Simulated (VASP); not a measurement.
Set up this calculation in VASP 6.6.1, as the native input.

| Property | Result |
| --- | --- |
| Task | relaxation of cell and atoms |
| Functional | PBEsol |
| Potentials or basis | VASP PAW PBE potentials, release 64 (Li_sv, H) |
| Cutoff | 600 eV |
| k mesh | 7 × 7 × 7 |
| Occupations | fermi-dirac, width 0.1 eV |
| Spin | no spin polarisation |
| Dipole correction | no |
| Further INCAR settings | ALGO = Normal; EDIFF = 1e-06; IBRION = 2; EDIFFG = -0.05; NSW = 100; ISIF = 3 |

The structure of LiH lies in POSCAR:

```
LiH
1.0
    0.0000000000      2.0367500000      2.0367500000
    2.0367500000      0.0000000000      2.0367500000
    2.0367500000      2.0367500000      0.0000000000
Li H
1 1
Direct
    0.0000000000      0.0000000000      0.0000000000
    0.5000000000      0.5000000000      0.5000000000
```

These files were run (other wordings do the same):

INCAR

```
PREC     = Accurate       # precision mode
ENCUT    = 600            # plane-wave cutoff, eV
EDIFF    = 1E-6           # SCF threshold, eV
ISMEAR   = -1             # smearing method
SIGMA    = 0.1            # smearing width, eV
LREAL    = False          # projectors in reciprocal space
LASPH    = True           # aspherical terms in the spheres
NELM     = 100            # most SCF steps
ALGO     = Normal         # electronic algorithm
ISIF     = 3              # what is computed and relaxed
LWAVE    = False          # write WAVECAR
LCHARG   = False          # write CHGCAR
GGA      = PS             # functional
IBRION   = 2              # ionic algorithm
NSW      = 100            # ionic steps
EDIFFG   = -0.05          # ionic threshold
```

KPOINTS

```
regular mesh
0
Gamma
  7 7 7
```

Potentials or basis: VASP PAW PBE potentials, release 64 (Li_sv, H).

Launch:

```console
$ cat potpaw_PBE.64/Li_sv/POTCAR potpaw_PBE.64/H/POTCAR > POTCAR
$ mpirun -np 1 vasp_std > vasp.out
```

Results of the run:

```json
{
 "Relaxed volume": "7.90 Å³/atom",
 "Relaxed cell": "a = 2.817 Å, b = 2.817 Å, c = 2.817 Å, α = 60.00°, β = 60.00°, γ = 60.00°",
 "Space group after relaxing (to 0.05 Å)": "Fm-3m (No. 225)",
 "Energy gained by relaxing": "4.8 meV/atom",
 "Ionic steps": "3",
 "Pressure after relaxing": "-0.3 GPa",
 "Band gap on the k mesh": "3.24 eV, direct"
}
```

Caveat: the cutoff is under 1.25 times the usual one of these potentials, so pressure, stress and relaxed cells hold a basis-set (Pulay) error; the PAW data sets were made with another functional, which shifts forces and pressure a little.

Run time: 4.1 s on 1 thread of Intel(R) Xeon(R) Platinum 8375C CPU @ 2.90GHz (Ice Lake), with other jobs on the host, peak memory 0.13 GiB.
